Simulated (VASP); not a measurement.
# TePb (I4/mmm) in VASP: further runs

TePb is run at these levels: r2SCAN; tasks: single point.

Program: VASP 6.6.1. These are calculated values, not measurements. Logs are shortened: lines on timing, memory, paths and dates and some standing lists are left out, and cuts for length are marked.

## (1) The cell of the first run

Symmetry: I4/mmm, No. 139, tetragonal system. Conventional cell: a = 4.621 Å, b = 4.621 Å, c = 6.470 Å, α = 90.00°, β = 90.00°, γ = 90.00°. Within 4.3 Å of Pb (site symmetry 4/mmm) lie 6 Te at 3.24 to 3.27 Å. Te (site symmetry 4/mmm) has 6 Pb at 3.24 to 3.27 Å within 4.3 Å.

## (2) Single point, r2SCAN (uniaxial z strain -1.0%)

POSCAR reads:

```
TePb
1.0
    0.0000000000      3.2678368488      3.2351584803
    3.2678368488      0.0000000000      3.2351584803
    3.2678368488      3.2678368488      0.0000000000
Pb Te
1 1
Direct
    0.0000000000      0.0000000000      0.0000000000
    0.5000000000      0.5000000000      0.5000000000
```

INCAR.step1 reads:

```
ALGO = Normal
EDIFF = 1E-4
ENCUT = 520
GGA = PE
ISMEAR = 0
LASPH = True
LCHARG = False
LREAL = False
LWAVE = True
NBANDS = 17
NELM = 80
PREC = Accurate
SIGMA = 0.01
```

INCAR.step2 reads:

```
ALGO = Normal
EDIFF = 1E-6
ENCUT = 520
ISIF = 2
ISMEAR = 0
ISTART = 1
LASPH = True
LCHARG = False
LMIXTAU = True
LREAL = False
LWAVE = False
METAGGA = R2SCAN
NBANDS = 17
NELM = 80
PREC = Accurate
SIGMA = 0.01
```

KPOINTS reads:

```
k-points
0
Gamma
  8 8 8
```

Potentials or basis: VASP PAW PBE potentials, release 64 (Pb_d, Te).

Command:

```bash
> cat potpaw_PBE.64/Pb_d/POTCAR potpaw_PBE.64/Te/POTCAR > POTCAR
> cp INCAR.step1 INCAR
> mpirun -np 1 vasp_std > vasp.out
> cp INCAR.step2 INCAR
> mpirun -np 1 vasp_std > vasp.out
```

OUTCAR:

```text
EDIFF = 1E-6
   ENCUT = 520
   ISIF = 2
   ISMEAR = 0
   ISTART = 1
   LASPH = True
   LREAL = False
   METAGGA = R2SCAN
   NELM = 80
   PREC = Accurate

 ion  position               nearest neighbor table
   1  0.000  0.000  0.000-   2 3.24   2 3.24   2 3.27   2 3.27   2 3.27   2 3.27
   2  0.500  0.500  0.500-   1 3.24   1 3.24   1 3.27   1 3.27   1 3.27   1 3.27

  LATTYP: Found a body centered tetragonal cell.
 ALAT       =     4.6214191912
 C/A-ratio  =     1.4000714267

  Lattice vectors:

 A1 = (   0.0000000000,  -3.2678368488,  -3.2351584803)
 A2 = (   0.0000000000,   3.2678368488,  -3.2351584803)
 A3 = (   3.2678368488,   0.0000000000,   3.2351584803)

Analysis of symmetry for initial positions (statically):
=====================================================================
 Subroutine PRICEL returns:
 Original cell was already a primitive cell.

 Routine SETGRP: Setting up the symmetry group for a
 body centered tetragonal supercell.

 Subroutine GETGRP returns: Found 16 space group operations
 (whereof 16 operations were pure point group operations)
 out of a pool of 16 trial point group operations.

The static configuration has the point symmetry D_4h.

Analysis of symmetry for dynamics (positions and initial velocities):
=====================================================================
 Subroutine PRICEL returns:
 Original cell was already a primitive cell.

 Routine SETGRP: Setting up the symmetry group for a
 body centered tetragonal supercell.

 Subroutine GETGRP returns: Found 16 space group operations
 (whereof 16 operations were pure point group operations)
 out of a pool of 16 trial point group operations.

The dynamic configuration has the point symmetry D_4h.

 Subroutine INISYM returns: Found 16 space group operations
 (whereof 16 operations are pure point group operations),
 and found     1 'primitive' translations

----------------------------------------------------------------------------------------

                                     Primitive cell

  volume of cell :      69.0949

  direct lattice vectors                    reciprocal lattice vectors
     0.000000000  3.267836849  3.235158480    -0.153006415  0.153006415  0.154551934
     3.267836849  0.000000000  3.235158480     0.153006415 -0.153006415  0.154551934
     3.267836849  3.267836849  0.000000000     0.153006415  0.153006415 -0.154551934

  length of vectors
     4.598370153  4.598370153  4.621419191     0.265910184  0.265910184  0.265910184

  position of ions in fractional coordinates (direct lattice)
     0.000000000  0.000000000  0.000000000
     0.500000000  0.500000000  0.500000000

  ion indices of the primitive-cell ions
   primitive index   ion index
                 1           1
                 2           2

----------------------------------------------------------------------------------------

 KPOINTS: k-points

Automatic generation of k-mesh.
 Grid dimensions read from file:
 generate k-points for:    8    8    8

 Generating k-lattice:

  Cartesian coordinates                     Fractional coordinates (reciprocal lattice)
    -0.019125802  0.019125802  0.019318992     0.125000000  0.000000000  0.000000000
     0.019125802 -0.019125802  0.019318992     0.000000000  0.125000000  0.000000000
     0.019125802  0.019125802 -0.019318992    -0.000000000 -0.000000000  0.125000000

  Length of vectors
     0.033238773  0.033238773  0.033238773

  Shift w.r.t. Gamma in fractional coordinates (k-lattice)
     0.000000000  0.000000000  0.000000000

 Subroutine IBZKPT returns following result:
 ===========================================

 Found     59 irreducible k-points:

 Following reciprocal coordinates:
            Coordinates               Weight
  0.000000  0.000000  0.000000      1.000000
  0.125000  0.000000  0.000000      8.000000
  0.250000  0.000000  0.000000      8.000000
  0.375000  0.000000  0.000000      8.000000
  0.500000  0.000000  0.000000      4.000000
  0.125000  0.125000  0.000000      2.000000
[... 16 lines left out ...]
  0.250000  0.000000  0.125000     16.000000
  0.375000  0.000000  0.125000     16.000000
 [... further k-points ...]
   k-points           NKPTS =     59   k-points in BZ     NKDIM =     59   number of bands    NBANDS=     17
   number of dos      NEDOS =    301   number of ions     NIONS =      2
   total plane-waves  NPLWV =  46656
   dimension x,y,z NGX =    36 NGY =   36 NGZ =   36
   dimension x,y,z NGXF=    72 NGYF=   72 NGZF=   72
   ions per type =               1   1
   NGX,Y,Z   is equivalent  to a cutoff of  13.02, 13.02, 12.95 a.u.
   NGXF,Y,Z  is equivalent  to a cutoff of  26.03, 26.03, 25.90 a.u.
 SYSTEM =  unknown system
   PREC   = accura    normal or accurate (medium, high low for compatibility)
   ISTART =      1    job   : 0-new  1-cont  2-samecut
   ICHARG =      0    charge: 1-file 2-atom 10-const
   ISPIN  =      1    spin polarized calculation?
   LNONCOLLINEAR =      F non collinear calculations
   LSORBIT =      F    spin-orbit coupling
   LASPH  =      T    aspherical Exc in radial PAW
   ENCUT  =  520.0 eV  38.22 Ry    6.18 a.u.   8.55  8.55  8.59*2*pi/ulx,y,z
   NELM   =     80;   NELMIN=  2; NELMDL=  0     # of ELM steps
   EDIFF  = 0.1E-05   stopping-criterion for ELM
   LREAL  =      F    real-space projection
   EDIFFG = 0.1E-04   stopping-criterion for IOM
   NSW    =      0    number of steps for IOM
   IBRION =     -1    ionic relax: 0-MD 1-quasi-New 2-CG
   NFREE  =      0    steps in history (QN), initial steepest desc. (CG)
   ISIF   =      2    stress and relaxation
   ISYM   =      2    0-nonsym 1-usesym 2-fastsym
   POTIM  = 0.5000    time-step for ionic-motion
   TEBEG  =    0.0;   TEEND  =   0.0 temperature during run
   PSTRESS=    0.0 pullay stress
   NELECT =      20.0000    total number of electrons
   NUPDOWN=      -1.0000    fix difference up-down
   EMIN   =  10.00;   EMAX   =-10.00  energy-range for DOS
   EFERMI =   0.00;   METHOD = LEGACY
   ISMEAR =     0;   SIGMA  =   0.01  broadening in eV -4-tet -1-fermi 0-gaus
   EFERMI_NEDOS =   21; number of points for ismear=-14 and -15
   IALGO  =     38    algorithm
   IMIX   =      4    mixing-type and parameters
     AMIX     =   0.40;   BMIX     =  1.00
     AMIX_MAG =   1.60;   BMIX_MAG =  1.00
  volume/ion in A,a.u.               =      34.55       233.14
  Fermi-wavevector in a.u.,A,eV,Ry     =   1.082936  2.046452 15.956233  1.172750
  Thomas-Fermi vector in A             =   2.218990
   LORBIT       =      0    0 simple, 1 ext, 2 COOP (PROOUT), +10 PAW based schemes
   METAGGA = R2SCAN    functional components
   LHFCALC =     F    Hartree Fock is set to
   AEXX    =    0.0000 exact exchange contribution
   IVDW    =     0    specifies the selected vdW correction
   LEPSILON=     F    determine dielectric tensor
   LRPA    =     F    only Hartree local field effects (RPA)
 non-spin polarized calculation
 Gauss-broadening in eV      SIGMA  =   0.01
  energy-cutoff  :      520.00
  volume of cell :       69.09
 maximum number of plane-waves:      1883
 NGX is ok and might be reduce to    36
   NGX = 17   NGY = 17   NGZ = 17

 number of electron      20.0000003 magnetization

 Free energy of the ion-electron system (eV)
  ---------------------------------------------------
  ext. energy  EPLUGINS =         0.00000000
  ---------------------------------------------------
  free energy    TOTEN  =       -82.70345683 eV

  energy without entropy =      -82.70345683  energy(sigma->0) =      -82.70345683

 E-fermi :   5.2865     XC(G=0):  -9.7006

 val. band max:        5.2017658162   @ k =   0.5000   0.0000   0.0000
 cond. band min:       6.2680751909   @ k =   0.5000   0.0000   0.0000
 fundamental gap:      1.0663093747
 Fermi energy:         5.2865476402

 k-point     1 :       0.0000    0.0000    0.0000
  band No.  band energies     occupation
      1     -12.1370      2.00000
      2     -12.1325      2.00000
      3     -12.1270      2.00000
      4     -12.1236      2.00000
      5     -12.1236      2.00000
      6      -7.1105      2.00000
[... 9 lines left out ...]
     16      11.4787      0.00000
     17      13.1045      0.00000

 k-point     2 :       0.1250    0.0000    0.0000
  band No.  band energies     occupation
      1     -12.1386      2.00000
      2     -12.1345      2.00000
      3     -12.1258      2.00000
      4     -12.1224      2.00000
      5     -12.1216      2.00000
      6      -6.9743      2.00000
[... 9 lines left out ...]
     16      11.7514      0.00000
     17      14.1234      0.00000

 k-point     3 :       0.2500    0.0000    0.0000
  band No.  band energies     occupation
      1     -12.1434      2.00000
      2     -12.1401      2.00000
      3     -12.1241      2.00000
      4     -12.1178      2.00000
      5     -12.1161      2.00000
      6      -6.5832      2.00000
[... 9 lines left out ...]
     16      12.5519      0.00000
     17      15.9630      0.00000

 k-point     4 :       0.3750    0.0000    0.0000
  band No.  band energies     occupation
      1     -12.1485      2.00000
      2     -12.1458      2.00000
      3     -12.1231      2.00000
      4     -12.1123      2.00000
      5     -12.1101      2.00000
      6      -6.0229      2.00000
[... 9 lines left out ...]
     16      13.8042      0.00000
     17      16.3667      0.00000
[... 343 lines left out ...]
      1     -12.1424      2.00000
      2     -12.1319      2.00000
      3     -12.1248      2.00000
      4     -12.1239      2.00000
      5     -12.1202      2.00000
      6      -6.9313      2.00000
[... 9 lines left out ...]
     16      12.2721      0.00000
     17      13.5535      0.00000

 k-point    23 :       0.2500    0.0000    0.1250
  band No.  band energies     occupation
      1     -12.1492      2.00000
      2     -12.1338      2.00000
      3     -12.1248      2.00000
      4     -12.1196      2.00000
      5     -12.1156      2.00000
      6      -6.6283      2.00000
[... 9 lines left out ...]
     16      13.1060      0.00000
     17      14.6264      0.00000

 k-point    24 :       0.3750    0.0000    0.1250
  band No.  band energies     occupation
      1     -12.1549      2.00000
      2     -12.1394      2.00000
      3     -12.1228      2.00000
      4     -12.1151      2.00000
      5     -12.1102      2.00000
      6      -6.1227      2.00000
[... 9 lines left out ...]
     16      14.2996      0.00000
     17      16.0246      0.00000

 [... further k-points ...]

------------------------ aborting loop because EDIFF is reached ----------------------------------------

  FORCE on cell =-STRESS in cart. coord.  units (eV):
  Direction    XX          YY          ZZ          XY          YZ          ZX
  --------------------------------------------------------------------------------------
  -------------------------------------------------------------------------------------
  Total        0.0150887      0.0150887      0.5144356      0.0000000     -0.0000000     -0.0000000
  in kB        0.3498784      0.3498784     11.9287606      0.0000000     -0.0000000     -0.0000000
  external PRESSURE =       4.2095058 kB  Pullay stress =       0.0000000 kB

 VOLUME and BASIS-vectors are now :
 -----------------------------------------------------------------------------
  energy-cutoff  :      520.00
  volume of cell :       69.09
      direct lattice vectors                 reciprocal lattice vectors
     0.000000000  3.267836849  3.235158480    -0.153006415  0.153006415  0.154551934
     3.267836849  0.000000000  3.235158480     0.153006415 -0.153006415  0.154551934
     3.267836849  3.267836849  0.000000000     0.153006415  0.153006415 -0.154551934

 POSITION                                       TOTAL-FORCE (eV/Angst)
 -----------------------------------------------------------------------------------
      0.00000      0.00000      0.00000         0.000000      0.000000      0.000000
      3.26784      3.26784      3.23516        -0.000000      0.000000     -0.000000
 -----------------------------------------------------------------------------------
    total drift:                               -0.000000      0.000000      0.000000

  FREE ENERGIE OF THE ION-ELECTRON SYSTEM (eV)
  ---------------------------------------------------
  free  energy   TOTEN  =       -82.7034568320 eV

  energy  without entropy=      -82.7034568320  energy(sigma->0) =      -82.70345683
```

Run time: 2.6 min. Hardware: 1 thread of Intel Xeon Platinum 8488C (Sapphire Rapids), shared host; peak memory 0.26 GiB.

What came out:

| Quantity | Value |
| --- | --- |
| Free energy | -82.7035 eV |
| Pressure | 0.4 GPa |
| Band gap on the k mesh | 1.07 eV |

Stress tensor (GPa, compression positive):
```
0.03 0.00 0.00
0.00 0.03 0.00
0.00 0.00 1.19
```

Caveat: the cell differs from its parent crystal (uniaxial z strain -1.0%); the PAW data sets were made with another functional, which shifts forces and pressure a little; spin-orbit coupling is left out, which moves the levels of the heavy elements. A k mesh can miss the band edges.

## (3) Single point, r2SCAN (uniaxial z strain +1.0%)

POSCAR reads:

```
TePb
1.0
    0.0000000000      3.2678368488      3.3005152173
    3.2678368488      0.0000000000      3.3005152173
    3.2678368488      3.2678368488      0.0000000000
Pb Te
1 1
Direct
    0.0000000000      0.0000000000      0.0000000000
    0.5000000000      0.5000000000      0.5000000000
```

INCAR.step1 reads:

```
SYSTEM = TePb
ALGO = Normal
EDIFF = 1E-4
ENCUT = 520
GGA = PE
ISMEAR = 0
LASPH = .True.
LCHARG = .False.
LREAL = .False.
LWAVE = .True.
NBANDS = 17
NELM = 80
PREC = Accurate
SIGMA = 0.01
```

INCAR.step2 reads:

```
SYSTEM = TePb
ALGO = Normal
EDIFF = 1E-6
ENCUT = 520
ISIF = 2
ISMEAR = 0
ISTART = 1
LASPH = .True.
LCHARG = .True.
LELF = .True.
LMIXTAU = .True.
LREAL = .False.
LVHAR = .True.
LWAVE = .False.
METAGGA = R2SCAN
NBANDS = 17
NELM = 80
PREC = Accurate
SIGMA = 0.01
```

KPOINTS reads:

```
k-points
0
Gamma
  8 8 8
  0 0 0
```

Potentials or basis: VASP PAW PBE potentials, release 64 (Pb_d, Te).

Command:

```bash
> cat potpaw_PBE.64/Pb_d/POTCAR potpaw_PBE.64/Te/POTCAR > POTCAR
> cp INCAR.step1 INCAR
> mpirun -np 1 vasp_std > vasp.out
> cp INCAR.step2 INCAR
> mpirun -np 1 vasp_std > vasp.out
```

Wall time 2.8 min (1 thread of Intel Xeon Platinum 8488C (Sapphire Rapids), shared host); peak memory 0.26 GiB.

Results (log left out):

- Free energy: -82.7038 eV
- Pressure: -0.4 GPa
- Band gap on the k mesh: 1.11 eV

Stress tensor (GPa, compression positive):
```
-0.09  0.00  0.00
 0.00 -0.09  0.00
 0.00  0.00 -1.10
```

Levels at points of the mesh, in eV from the valence-band top:
| k point | band 8 | band 9 | band 10 | band 11 | band 12 | band 13 |
| --- | --- | --- | --- | --- | --- | --- |
| (0.00, 0.00, 0.00) | -1.35 | -1.35 | -1.25 | 4.16 | 4.38 | 4.38 |
| (0.50, 0.00, 0.00) | -0.88 | -0.85 | 0.00 | 1.11 | 1.52 | 1.55 |
| (0.50, 0.50, 0.00) | -4.32 | -2.69 | -2.69 | 3.80 | 5.70 | 5.70 |
| (0.50, 0.00, 0.50) | -4.34 | -2.76 | -2.65 | 3.77 | 5.53 | 5.78 |

Caveat: the cell differs from its parent crystal (uniaxial z strain +1.0%); the PAW data sets were made with another functional, which shifts forces and pressure a little; spin-orbit coupling is left out, which moves the levels of the heavy elements.
